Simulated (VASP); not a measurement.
# InP (F-43m) in VASP: a series of runs

Runs on InP. Level: PBE. Tasks: single point.

Program: VASP 6.6.1. These are calculated values, not measurements. Logs are shortened: lines on timing, memory, paths and dates and some standing lists are left out, and cuts for length are marked.

## (1) The cell of the first run

Symmetry: F-43m, No. 216, cubic system. Conventional cell: a = 5.861 Å, b = 5.861 Å, c = 5.861 Å, α = 90.00°, β = 90.00°, γ = 90.00°. In (site symmetry -43m) has 4 P at 2.54 Å within 3.3 Å. P (site symmetry -43m) has 4 In at 2.54 Å within 3.3 Å.

## (2) Single point, PBE

File INCAR:

```
PREC = Accurate
ENCUT = 520
EDIFF = 1E-6
ISMEAR = 0
SIGMA = 0.020999999999999998
LREAL = False
LASPH = True
NELM = 80
ALGO = Normal
ISIF = 2
LWAVE = False
LCHARG = True
GGA = PE
LELF = True
LVHAR = True
NBANDS = 16
```

File KPOINTS:

```
regular mesh
0
Gamma
  8 8 8
```

File POSCAR:

```
InP
1.0
    0.0000000000      2.9305000000      2.9305000000
    2.9305000000      0.0000000000      2.9305000000
    2.9305000000      2.9305000000      0.0000000000
In P
1 1
Direct
    0.0000000000      0.0000000000      0.0000000000
    0.7500000000      0.7500000000      0.7500000000
```

Potentials or basis: VASP PAW PBE potentials, release 64 (In_d, P).

Started as:

```sh
> cat potpaw_PBE.64/In_d/POTCAR potpaw_PBE.64/P/POTCAR > POTCAR
> mpirun -np 1 vasp_std > vasp.out
```

OUTCAR:

```text
PREC = Accurate
   ENCUT = 520
   EDIFF = 1E-6
   ISMEAR = 0
   LREAL = False
   LASPH = True
   NELM = 80
   ISIF = 2
   GGA = PE

 ion  position               nearest neighbor table
   1  0.000  0.000  0.000-   2 2.54   2 2.54   2 2.54   2 2.54
   2  0.750  0.750  0.750-   1 2.54   1 2.54   1 2.54   1 2.54

  LATTYP: Found a face centered cubic cell.
 ALAT       =     5.8610000000

  Lattice vectors:

 A1 = (   0.0000000000,   2.9305000000,   2.9305000000)
 A2 = (   2.9305000000,   0.0000000000,   2.9305000000)
 A3 = (   2.9305000000,   2.9305000000,   0.0000000000)

Analysis of symmetry for initial positions (statically):
=====================================================================
 Subroutine PRICEL returns:
 Original cell was already a primitive cell.

 Routine SETGRP: Setting up the symmetry group for a
 face centered cubic supercell.

 Subroutine GETGRP returns: Found 24 space group operations
 (whereof 24 operations were pure point group operations)
 out of a pool of 48 trial point group operations.

The static configuration has the point symmetry T_d .

Analysis of symmetry for dynamics (positions and initial velocities):
=====================================================================
 Subroutine PRICEL returns:
 Original cell was already a primitive cell.

 Routine SETGRP: Setting up the symmetry group for a
 face centered cubic supercell.

 Subroutine GETGRP returns: Found 24 space group operations
 (whereof 24 operations were pure point group operations)
 out of a pool of 48 trial point group operations.

The dynamic configuration has the point symmetry T_d .

 Subroutine INISYM returns: Found 24 space group operations
 (whereof 24 operations are pure point group operations),
 and found     1 'primitive' translations

----------------------------------------------------------------------------------------

                                     Primitive cell

  volume of cell :      50.3333

  direct lattice vectors                    reciprocal lattice vectors
     0.000000000  2.930500000  2.930500000    -0.170619348  0.170619348  0.170619348
     2.930500000  0.000000000  2.930500000     0.170619348 -0.170619348  0.170619348
     2.930500000  2.930500000  0.000000000     0.170619348  0.170619348 -0.170619348

  length of vectors
     4.144352845  4.144352845  4.144352845     0.295521380  0.295521380  0.295521380

  position of ions in fractional coordinates (direct lattice)
     0.000000000  0.000000000  0.000000000
     0.750000000  0.750000000  0.750000000

  ion indices of the primitive-cell ions
   primitive index   ion index
                 1           1
                 2           2

----------------------------------------------------------------------------------------

 KPOINTS: regular mesh

Automatic generation of k-mesh.
 Grid dimensions read from file:
 generate k-points for:    8    8    8

 Generating k-lattice:

  Cartesian coordinates                     Fractional coordinates (reciprocal lattice)
    -0.021327419  0.021327419  0.021327419     0.125000000  0.000000000  0.000000000
     0.021327419 -0.021327419  0.021327419     0.000000000  0.125000000  0.000000000
     0.021327419  0.021327419 -0.021327419     0.000000000  0.000000000  0.125000000

  Length of vectors
     0.036940172  0.036940172  0.036940172

  Shift w.r.t. Gamma in fractional coordinates (k-lattice)
     0.000000000  0.000000000  0.000000000

 Subroutine IBZKPT returns following result:
 ===========================================

 Found     29 irreducible k-points:

 Following reciprocal coordinates:
            Coordinates               Weight
  0.000000  0.000000  0.000000      1.000000
  0.125000  0.000000  0.000000      8.000000
  0.250000  0.000000  0.000000      8.000000
  0.375000  0.000000  0.000000      8.000000
  0.500000  0.000000  0.000000      4.000000
  0.125000  0.125000  0.000000      6.000000
[... 16 lines left out ...]
  0.500000  0.250000  0.125000     48.000000
 -0.375000  0.250000  0.125000     24.000000
 [... further k-points ...]
   k-points           NKPTS =     29   k-points in BZ     NKDIM =     29   number of bands    NBANDS=     16
   number of dos      NEDOS =    301   number of ions     NIONS =      2
   total plane-waves  NPLWV =  32768
   dimension x,y,z NGX =    32 NGY =   32 NGZ =   32
   dimension x,y,z NGXF=    64 NGYF=   64 NGZF=   64
   ions per type =               1   1
   NGX,Y,Z   is equivalent  to a cutoff of  12.84, 12.84, 12.84 a.u.
   NGXF,Y,Z  is equivalent  to a cutoff of  25.67, 25.67, 25.67 a.u.
 SYSTEM =  unknown system
   PREC   = accura    normal or accurate (medium, high low for compatibility)
   ISTART =      0    job   : 0-new  1-cont  2-samecut
   ICHARG =      2    charge: 1-file 2-atom 10-const
   ISPIN  =      1    spin polarized calculation?
   LNONCOLLINEAR =      F non collinear calculations
   LSORBIT =      F    spin-orbit coupling
   LASPH  =      T    aspherical Exc in radial PAW
   ENCUT  =  520.0 eV  38.22 Ry    6.18 a.u.   7.71  7.71  7.71*2*pi/ulx,y,z
   NELM   =     80;   NELMIN=  2; NELMDL= -5     # of ELM steps
   EDIFF  = 0.1E-05   stopping-criterion for ELM
   LREAL  =      F    real-space projection
   EDIFFG = 0.1E-04   stopping-criterion for IOM
   NSW    =      0    number of steps for IOM
   IBRION =     -1    ionic relax: 0-MD 1-quasi-New 2-CG
   NFREE  =      0    steps in history (QN), initial steepest desc. (CG)
   ISIF   =      2    stress and relaxation
   ISYM   =      2    0-nonsym 1-usesym 2-fastsym
   POTIM  = 0.5000    time-step for ionic-motion
   TEBEG  =    0.0;   TEEND  =   0.0 temperature during run
   PSTRESS=    0.0 pullay stress
   NELECT =      18.0000    total number of electrons
   NUPDOWN=      -1.0000    fix difference up-down
   EMIN   =  10.00;   EMAX   =-10.00  energy-range for DOS
   EFERMI =   0.00;   METHOD = LEGACY
   ISMEAR =     0;   SIGMA  =   0.02  broadening in eV -4-tet -1-fermi 0-gaus
   EFERMI_NEDOS =   21; number of points for ismear=-14 and -15
   IALGO  =     38    algorithm
   IMIX   =      4    mixing-type and parameters
     AMIX     =   0.40;   BMIX     =  1.00
     AMIX_MAG =   1.60;   BMIX_MAG =  1.00
  volume/ion in A,a.u.               =      25.17       169.83
  Fermi-wavevector in a.u.,A,eV,Ry     =   1.162021  2.195901 18.371846  1.350293
  Thomas-Fermi vector in A             =   2.298587
   LORBIT       =      0    0 simple, 1 ext, 2 COOP (PROOUT), +10 PAW based schemes
   GGA     = PE    functional components
   LHFCALC =     F    Hartree Fock is set to
   AEXX    =    0.0000 exact exchange contribution
   IVDW    =     0    specifies the selected vdW correction
   LEPSILON=     F    determine dielectric tensor
   LRPA    =     F    only Hartree local field effects (RPA)
 non-spin polarized calculation
 Gauss-broadening in eV      SIGMA  =   0.02
  energy-cutoff  :      520.00
  volume of cell :       50.33
 maximum number of plane-waves:      1380
   NGX = 15   NGY = 15   NGZ = 15

 number of electron      18.0000005 magnetization

 Free energy of the ion-electron system (eV)
  ---------------------------------------------------
  ext. energy  EPLUGINS =         0.00000000
  ---------------------------------------------------
  free energy    TOTEN  =        -8.38078674 eV

  energy without entropy =       -8.38078674  energy(sigma->0) =       -8.38078674

 E-fermi :   5.2787     XC(G=0):  -9.2831

 val. band max:        5.1888467657   @ k =   0.0000   0.0000   0.0000
 cond. band min:       5.9008512377   @ k =   0.0000   0.0000   0.0000
 fundamental gap:      0.7120044720
 Fermi energy:         5.2787244909

 k-point     1 :       0.0000    0.0000    0.0000
  band No.  band energies     occupation
      1      -8.9971      2.00000
      2      -8.9971      2.00000
      3      -8.9971      2.00000
      4      -8.8450      2.00000
      5      -8.8450      2.00000
      6      -6.3284      2.00000
[... 8 lines left out ...]
     15      14.6384      0.00000
     16      14.6384      0.00000

 k-point     2 :       0.1250    0.0000    0.0000
  band No.  band energies     occupation
      1      -9.0161      2.00000
      2      -8.9896      2.00000
      3      -8.9896      2.00000
      4      -8.8449      2.00000
      5      -8.8449      2.00000
      6      -6.1499      2.00000
[... 8 lines left out ...]
     15      14.0006      0.00000
     16      14.5463      0.00000

 k-point     3 :       0.2500    0.0000    0.0000
  band No.  band energies     occupation
      1      -9.0595      2.00000
      2      -8.9737      2.00000
      3      -8.9737      2.00000
      4      -8.8424      2.00000
      5      -8.8424      2.00000
      6      -5.6513      2.00000
[... 8 lines left out ...]
     15      13.7781      0.00000
     16      14.3292      0.00000

 k-point     4 :       0.3750    0.0000    0.0000
  band No.  band energies     occupation
      1      -9.1001      2.00000
      2      -8.9618      2.00000
      3      -8.9618      2.00000
      4      -8.8356      2.00000
      5      -8.8356      2.00000
      6      -4.9842      2.00000
[... 8 lines left out ...]
     15      14.7086      0.00000
     16      14.7086      0.00000
[... 324 lines left out ...]
 k-point    22 :       0.3750    0.2500    0.1250
  band No.  band energies     occupation
      1      -9.0976      2.00000
      2      -8.9544      2.00000
      3      -8.9480      2.00000
      4      -8.8603      2.00000
      5      -8.8298      2.00000
      6      -5.2374      2.00000
[... 8 lines left out ...]
     15      15.3795      0.00000
     16      16.8511      0.00000

 k-point    23 :       0.5000    0.2500    0.1250
  band No.  band energies     occupation
      1      -9.1215      2.00000
      2      -8.9490      2.00000
      3      -8.9335      2.00000
      4      -8.8564      2.00000
      5      -8.8295      2.00000
      6      -4.6266      2.00000
[... 8 lines left out ...]
     15      16.0457      0.00000
     16      16.5906      0.00000

 k-point    24 :      -0.3750    0.2500    0.1250
  band No.  band energies     occupation
      1      -9.1302      2.00000
      2      -8.9485      2.00000
      3      -8.9285      2.00000
      4      -8.8504      2.00000
      5      -8.8320      2.00000
      6      -4.2866      2.00000
[... 8 lines left out ...]
     15      15.8985      0.00000
     16      16.5202      0.00000

 [... further k-points ...]

------------------------ aborting loop because EDIFF is reached ----------------------------------------

  FORCE on cell =-STRESS in cart. coord.  units (eV):
  Direction    XX          YY          ZZ          XY          YZ          ZX
  --------------------------------------------------------------------------------------
  -------------------------------------------------------------------------------------
  Total        1.0287256      1.0287256      1.0287256      0.0000000      0.0000000     -0.0000000
  in kB       32.7457503     32.7457503     32.7457503      0.0000000      0.0000000     -0.0000000
  external PRESSURE =      32.7457503 kB  Pullay stress =       0.0000000 kB

 VOLUME and BASIS-vectors are now :
 -----------------------------------------------------------------------------
  energy-cutoff  :      520.00
  volume of cell :       50.33
      direct lattice vectors                 reciprocal lattice vectors
     0.000000000  2.930500000  2.930500000    -0.170619348  0.170619348  0.170619348
     2.930500000  0.000000000  2.930500000     0.170619348 -0.170619348  0.170619348
     2.930500000  2.930500000  0.000000000     0.170619348  0.170619348 -0.170619348

 POSITION                                       TOTAL-FORCE (eV/Angst)
 -----------------------------------------------------------------------------------
      0.00000      0.00000      0.00000        -0.000000     -0.000000     -0.000000
      4.39575      4.39575      4.39575         0.000000      0.000000      0.000000
 -----------------------------------------------------------------------------------
    total drift:                                0.000000      0.000000      0.000000

  FREE ENERGIE OF THE ION-ELECTRON SYSTEM (eV)
  ---------------------------------------------------
  free  energy   TOTEN  =        -8.3807867414 eV

  energy  without entropy=       -8.3807867414  energy(sigma->0) =       -8.38078674
```

It took 30 s on 1 thread of Intel Xeon 8259CL, shared host; peak memory 0.18 GiB.

What came out:

```
Free energy            : -8.3808 eV
Pressure               : 3.3 GPa
Band gap on the k mesh : 0.71 eV, direct
```

Caveat: spin-orbit coupling is left out, which moves the levels of the heavy elements.

## (3) Single point, PBE

File INCAR:

```
  PREC = Accurate
  ENCUT = 520
  EDIFF = 1E-6
  ISMEAR = 0
  SIGMA = 0.023
  LREAL = F
  LASPH = T
  NELM = 80
  ALGO = Normal
  ISIF = 2
  LWAVE = F
  LCHARG = T
  GGA = PE
  LELF = T
  LVHAR = T
  NBANDS = 16
```

KPOINTS is that of step 2.

POSCAR is that of step 2.

Potentials or basis: VASP PAW PBE potentials, release 64 (In_d, P).

Started as:

```sh
> cat potpaw_PBE.64/In_d/POTCAR potpaw_PBE.64/P/POTCAR > POTCAR
> mpirun -np 1 vasp_std > vasp.out
```

Run time: 32 s. Hardware: 1 thread of Intel Xeon 8259CL, shared host; peak memory 0.18 GiB.

It converged, with:

```
Free energy            : -8.3808 eV
Pressure               : 3.3 GPa
Band gap on the k mesh : 0.71 eV, direct
```

Levels at points of the mesh, in eV from the valence-band top:
| k point | band 5 | band 6 | band 7 | band 8 | band 9 | band 10 | band 11 | band 12 | band 13 | band 14 |
| --- | --- | --- | --- | --- | --- | --- | --- | --- | --- | --- |
| (0.00, 0.00, 0.00) | -14.03 | -11.52 | 0.00 | 0.00 | 0.00 | 0.71 | 4.09 | 4.09 | 4.09 | 8.58 |
| (0.50, 0.00, 0.00) | -14.02 | -9.79 | -5.73 | -0.97 | -0.97 | 1.50 | 4.81 | 4.81 | 7.10 | 9.48 |
| (0.50, 0.50, 0.00) | -14.00 | -9.14 | -5.75 | -2.32 | -2.32 | 1.76 | 2.27 | 9.21 | 9.60 | 9.60 |

Caveat: spin-orbit coupling is left out, which moves the levels of the heavy elements. As with any semilocal functional, this PBE gap is likely too small.
